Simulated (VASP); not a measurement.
# MgO (Periclase) (Fm-3m) in VASP: single point with PBEsol

Aim: the single point of MgO (Periclase) with PBEsol.

Program: VASP 6.6.1. These are calculated values, not measurements. Logs are shortened: lines on timing, memory, paths and dates and some standing lists are left out, and cuts for length are marked.

**Measured values to compare with.**

“Electronic structure of alkaline earth and post-transition metal oxides”, 2009, arxiv:0908.1581 quotes, for a bulk crystal of MgO: band gap 7.83 eV.

How close the calculation comes is told below.

## 1. The cell of the first run

The structure is cubic, space group Fm-3m (No. 225). Conventional cell: a = 4.217 Å, b = 4.217 Å, c = 4.217 Å, α = 90.00°, β = 90.00°, γ = 90.00°. Mg (site symmetry m-3m) has 6 O at 2.11 Å within 2.8 Å. O (site symmetry m-3m) has 6 Mg at 2.11 Å within 2.8 Å.

## 2. Single point, PBEsol

The input, INCAR:

```
SYSTEM = MgO
  PREC = Accurate
  ENCUT = 600
  EDIFF = 1E-6
  ISMEAR = 0
  SIGMA = 0.01
  LREAL = .False.
  LASPH = .True.
  NELM = 120
  ALGO = Normal
  ISIF = 2
  LWAVE = .False.
  LCHARG = .False.
  GGA = PS
  NBANDS = 11
  GGA_COMPAT = .False.
```

The input, KPOINTS:

```
Automatic mesh
0
Gamma
  10 10 10
  0 0 0
```

The input, POSCAR:

```
MgO
1.0
    0.0000000000      2.1085000000      2.1085000000
    2.1085000000      0.0000000000      2.1085000000
    2.1085000000      2.1085000000      0.0000000000
Mg O
1 1
Direct
    0.0000000000      0.0000000000      0.0000000000
    0.5000000000      0.5000000000      0.5000000000
```

Potentials or basis: VASP PAW PBE potentials, release 64 (Mg, O).

Started as:

```sh
cat potpaw_PBE.64/Mg/POTCAR potpaw_PBE.64/O/POTCAR > POTCAR
mpirun -np 1 vasp_std > vasp.out
```

OUTCAR:

```text
SYSTEM = MgO
   PREC = Accurate
   ENCUT = 600
   EDIFF = 1E-6
   ISMEAR = 0
   LREAL = .False.
   LASPH = .True.
   NELM = 120
   ISIF = 2
   GGA = PS

 ion  position               nearest neighbor table
   1  0.000  0.000  0.000-   2 2.11   2 2.11   2 2.11   2 2.11   2 2.11   2 2.11
   2  0.500  0.500  0.500-   1 2.11   1 2.11   1 2.11   1 2.11   1 2.11   1 2.11

  LATTYP: Found a face centered cubic cell.
 ALAT       =     4.2170000000

  Lattice vectors:

 A1 = (   0.0000000000,   2.1085000000,   2.1085000000)
 A2 = (   2.1085000000,   0.0000000000,   2.1085000000)
 A3 = (   2.1085000000,   2.1085000000,   0.0000000000)

Analysis of symmetry for initial positions (statically):
=====================================================================
 Subroutine PRICEL returns:
 Original cell was already a primitive cell.

 Routine SETGRP: Setting up the symmetry group for a
 face centered cubic supercell.

 Subroutine GETGRP returns: Found 48 space group operations
 (whereof 48 operations were pure point group operations)
 out of a pool of 48 trial point group operations.

The static configuration has the point symmetry O_h .

Analysis of symmetry for dynamics (positions and initial velocities):
=====================================================================
 Subroutine PRICEL returns:
 Original cell was already a primitive cell.

 Routine SETGRP: Setting up the symmetry group for a
 face centered cubic supercell.

 Subroutine GETGRP returns: Found 48 space group operations
 (whereof 48 operations were pure point group operations)
 out of a pool of 48 trial point group operations.

The dynamic configuration has the point symmetry O_h .

 Subroutine INISYM returns: Found 48 space group operations
 (whereof 48 operations are pure point group operations),
 and found     1 'primitive' translations

----------------------------------------------------------------------------------------

                                     Primitive cell

  volume of cell :      18.7478

  direct lattice vectors                    reciprocal lattice vectors
     0.000000000  2.108500000  2.108500000    -0.237135404  0.237135404  0.237135404
     2.108500000  0.000000000  2.108500000     0.237135404 -0.237135404  0.237135404
     2.108500000  2.108500000  0.000000000     0.237135404  0.237135404 -0.237135404

  length of vectors
     2.981869296  2.981869296  2.981869296     0.410730569  0.410730569  0.410730569

  position of ions in fractional coordinates (direct lattice)
     0.000000000  0.000000000  0.000000000
     0.500000000  0.500000000  0.500000000

  ion indices of the primitive-cell ions
   primitive index   ion index
                 1           1
                 2           2

----------------------------------------------------------------------------------------

 KPOINTS: Automatic mesh

Automatic generation of k-mesh.
 Grid dimensions read from file:
 generate k-points for:   10   10   10

 Generating k-lattice:

  Cartesian coordinates                     Fractional coordinates (reciprocal lattice)
    -0.023713540  0.023713540  0.023713540     0.100000000  0.000000000  0.000000000
     0.023713540 -0.023713540  0.023713540     0.000000000  0.100000000  0.000000000
     0.023713540  0.023713540 -0.023713540     0.000000000  0.000000000  0.100000000

  Length of vectors
     0.041073057  0.041073057  0.041073057

  Shift w.r.t. Gamma in fractional coordinates (k-lattice)
     0.000000000  0.000000000  0.000000000

 Subroutine IBZKPT returns following result:
 ===========================================

 Found     47 irreducible k-points:

 Following reciprocal coordinates:
            Coordinates               Weight
  0.000000  0.000000  0.000000      1.000000
  0.100000  0.000000  0.000000      8.000000
  0.200000  0.000000  0.000000      8.000000
  0.300000  0.000000  0.000000      8.000000
  0.400000  0.000000  0.000000      8.000000
  0.500000  0.000000  0.000000      4.000000
[... 16 lines left out ...]
  0.300000  0.300000  0.000000      6.000000
  0.400000  0.300000  0.000000     24.000000
 [... further k-points ...]
   k-points           NKPTS =     47   k-points in BZ     NKDIM =     47   number of bands    NBANDS=     11
   number of dos      NEDOS =    301   number of ions     NIONS =      2
   total plane-waves  NPLWV =  13824
   dimension x,y,z NGX =    24 NGY =   24 NGZ =   24
   dimension x,y,z NGXF=    48 NGYF=   48 NGZF=   48
   ions per type =               1   1
   NGX,Y,Z   is equivalent  to a cutoff of  13.38, 13.38, 13.38 a.u.
   NGXF,Y,Z  is equivalent  to a cutoff of  26.76, 26.76, 26.76 a.u.
 SYSTEM =  MgO
   PREC   = accura    normal or accurate (medium, high low for compatibility)
   ISTART =      0    job   : 0-new  1-cont  2-samecut
   ICHARG =      2    charge: 1-file 2-atom 10-const
   ISPIN  =      1    spin polarized calculation?
   LNONCOLLINEAR =      F non collinear calculations
   LSORBIT =      F    spin-orbit coupling
   LASPH  =      T    aspherical Exc in radial PAW
   ENCUT  =  600.0 eV  44.10 Ry    6.64 a.u.   5.96  5.96  5.96*2*pi/ulx,y,z
   NELM   =    120;   NELMIN=  2; NELMDL= -5     # of ELM steps
   EDIFF  = 0.1E-05   stopping-criterion for ELM
   LREAL  =      F    real-space projection
   EDIFFG = 0.1E-04   stopping-criterion for IOM
   NSW    =      0    number of steps for IOM
   IBRION =     -1    ionic relax: 0-MD 1-quasi-New 2-CG
   NFREE  =      0    steps in history (QN), initial steepest desc. (CG)
   ISIF   =      2    stress and relaxation
   ISYM   =      2    0-nonsym 1-usesym 2-fastsym
   POTIM  = 0.5000    time-step for ionic-motion
   TEBEG  =    0.0;   TEEND  =   0.0 temperature during run
   PSTRESS=    0.0 pullay stress
   NELECT =       8.0000    total number of electrons
   NUPDOWN=      -1.0000    fix difference up-down
   EMIN   =  10.00;   EMAX   =-10.00  energy-range for DOS
   EFERMI =   0.00;   METHOD = LEGACY
   ISMEAR =     0;   SIGMA  =   0.01  broadening in eV -4-tet -1-fermi 0-gaus
   EFERMI_NEDOS =   21; number of points for ismear=-14 and -15
   IALGO  =     38    algorithm
   IMIX   =      4    mixing-type and parameters
     AMIX     =   0.40;   BMIX     =  1.00
     AMIX_MAG =   1.60;   BMIX_MAG =  1.00
  volume/ion in A,a.u.               =       9.37        63.26
  Fermi-wavevector in a.u.,A,eV,Ry     =   1.232503  2.329092 20.668107  1.519063
  Thomas-Fermi vector in A             =   2.367270
   LORBIT       =      0    0 simple, 1 ext, 2 COOP (PROOUT), +10 PAW based schemes
   GGA     = PS    functional components
   LHFCALC =     F    Hartree Fock is set to
   AEXX    =    0.0000 exact exchange contribution
   IVDW    =     0    specifies the selected vdW correction
   LEPSILON=     F    determine dielectric tensor
   LRPA    =     F    only Hartree local field effects (RPA)
 non-spin polarized calculation
 Gauss-broadening in eV      SIGMA  =   0.01
  energy-cutoff  :      600.00
  volume of cell :       18.75
 maximum number of plane-waves:       636
   NGX = 11   NGY = 11   NGZ = 11

 number of electron       8.0000005 magnetization

 Free energy of the ion-electron system (eV)
  ---------------------------------------------------
  ext. energy  EPLUGINS =         0.00000000
  ---------------------------------------------------
  free energy    TOTEN  =       -12.51533629 eV

  energy without entropy =      -12.51533629  energy(sigma->0) =      -12.51533629

 E-fermi :   3.1267     XC(G=0): -11.2930

 val. band max:        3.0391914649   @ k =   0.0000   0.0000   0.0000
 cond. band min:       7.6408937137   @ k =   0.0000   0.0000   0.0000
 fundamental gap:      4.6017022488
 Fermi energy:         3.1266922110

 k-point     1 :       0.0000    0.0000    0.0000
  band No.  band energies     occupation
      1     -14.1477      2.00000
      2       3.0392      2.00000
      3       3.0392      2.00000
      4       3.0392      2.00000
      5       7.6409      0.00000
      6      18.6538      0.00000
      7      18.6538      0.00000
      8      18.6538      0.00000
      9      22.4867      0.00000
     10      24.3666      0.00000
     11      24.3666      0.00000

 k-point     2 :       0.1000    0.0000    0.0000
  band No.  band energies     occupation
      1     -14.0407      2.00000
      2       2.3763      2.00000
      3       2.9709      2.00000
      4       2.9709      2.00000
      5       8.2756      0.00000
      6      17.3931      0.00000
      7      18.8940      0.00000
      8      18.8940      0.00000
      9      23.6369      0.00000
     10      23.6369      0.00000
     11      24.1602      0.00000

 k-point     3 :       0.2000    0.0000    0.0000
  band No.  band energies     occupation
      1     -13.7462      2.00000
      2       1.0418      2.00000
      3       2.7980      2.00000
      4       2.7980      2.00000
      5       9.4688      0.00000
      6      15.8852      0.00000
      7      19.3805      0.00000
      8      19.3805      0.00000
      9      22.9407      0.00000
     10      22.9407      0.00000
     11      25.1057      0.00000

 k-point     4 :       0.3000    0.0000    0.0000
  band No.  band energies     occupation
      1     -13.3478      2.00000
      2      -0.2902      2.00000
      3       2.5951      2.00000
      4       2.5951      2.00000
      5      10.3855      0.00000
      6      15.2182      0.00000
      7      19.5041      0.00000
      8      19.5041      0.00000
      9      23.3729      0.00000
     10      23.3729      0.00000
     11      24.5081      0.00000
[... 239 lines left out ...]
 k-point    22 :      -0.2000    0.2000    0.0000
  band No.  band energies     occupation
      1     -13.2294      2.00000
      2      -0.0910      2.00000
      3       1.6846      2.00000
      4       2.5916      2.00000
      5      11.3542      0.00000
      6      14.7588      0.00000
      7      17.9954      0.00000
      8      20.6683      0.00000
      9      21.3260      0.00000
     10      24.2090      0.00000
     11      27.6736      0.00000

 k-point    23 :       0.3000    0.3000    0.0000
  band No.  band energies     occupation
      1     -13.1422      2.00000
      2      -0.1476      2.00000
      3       2.0924      2.00000
      4       2.0924      2.00000
      5      11.7703      0.00000
      6      13.2705      0.00000
      7      17.3097      0.00000
      8      20.7946      0.00000
      9      20.7946      0.00000
     10      27.0248      0.00000
     11      30.2571      0.00000

 k-point    24 :       0.4000    0.3000    0.0000
  band No.  band energies     occupation
      1     -12.8903      2.00000
      2      -0.5763      2.00000
      3       1.7212      2.00000
      4       1.9440      2.00000
      5      12.4742      0.00000
      6      13.0334      0.00000
      7      16.4826      0.00000
      8      21.0384      0.00000
      9      21.2422      0.00000
     10      27.7597      0.00000
     11      29.8607      0.00000

 [... further k-points ...]
[... 5 lines left out ...]
  --------------------------------------------------------------------------------------
  -------------------------------------------------------------------------------------
  Total       -0.1226749     -0.1226749     -0.1226749      0.0000000     -0.0000000      0.0000000
  in kB      -10.4837181    -10.4837181    -10.4837181      0.0000000     -0.0000000      0.0000000
  external PRESSURE =     -10.4837181 kB  Pullay stress =       0.0000000 kB

 VOLUME and BASIS-vectors are now :
 -----------------------------------------------------------------------------
  energy-cutoff  :      600.00
  volume of cell :       18.75
      direct lattice vectors                 reciprocal lattice vectors
     0.000000000  2.108500000  2.108500000    -0.237135404  0.237135404  0.237135404
     2.108500000  0.000000000  2.108500000     0.237135404 -0.237135404  0.237135404
     2.108500000  2.108500000  0.000000000     0.237135404  0.237135404 -0.237135404

 POSITION                                       TOTAL-FORCE (eV/Angst)
 -----------------------------------------------------------------------------------
      0.00000      0.00000      0.00000         0.000000      0.000000      0.000000
      2.10850      2.10850      2.10850         0.000000      0.000000      0.000000
 -----------------------------------------------------------------------------------
    total drift:                               -0.000000     -0.000000      0.000000

  FREE ENERGIE OF THE ION-ELECTRON SYSTEM (eV)
  ---------------------------------------------------
  free  energy   TOTEN  =       -12.5153362898 eV

  energy  without entropy=      -12.5153362898  energy(sigma->0) =      -12.51533629
```

Wall time 13 s (1 thread of Intel Xeon 8259CL, shared host); peak memory 0.14 GiB.

Results:

* Free energy: -12.5153 eV
* Pressure: -1.0 GPa
* Band gap on the k mesh: 4.60 eV, direct

Levels at points of the mesh, in eV from the valence-band top:
```csv
k point,band 1,band 2,band 3,band 4,band 5,band 6,band 7,band 8,band 9
"(0.00, 0.00, 0.00)",-17.19,0.00,0.00,0.00,4.60,15.61,15.61,15.61,19.45
"(0.50, 0.00, 0.00)",-15.88,-4.66,-0.66,-0.66,7.72,12.46,16.14,16.14,20.71
"(0.50, 0.50, 0.00)",-15.62,-4.13,-1.36,-1.36,8.92,9.84,12.93,18.79,18.79
```

Caveat: the PAW data sets were made with another functional, which shifts forces and pressure a little.

## 3. Against experiment

Step 2. A measured gap of MgO is 7.83 eV (quoted in “Electronic structure of alkaline earth and post-transition metal oxides”, 2009, arxiv:0908.1581); the calculated 4.60 eV misses it by -3.23 eV. The value is that of PBEsol, without temperature or zero-point motion. Semilocal functionals fall short of measured gaps as a rule.
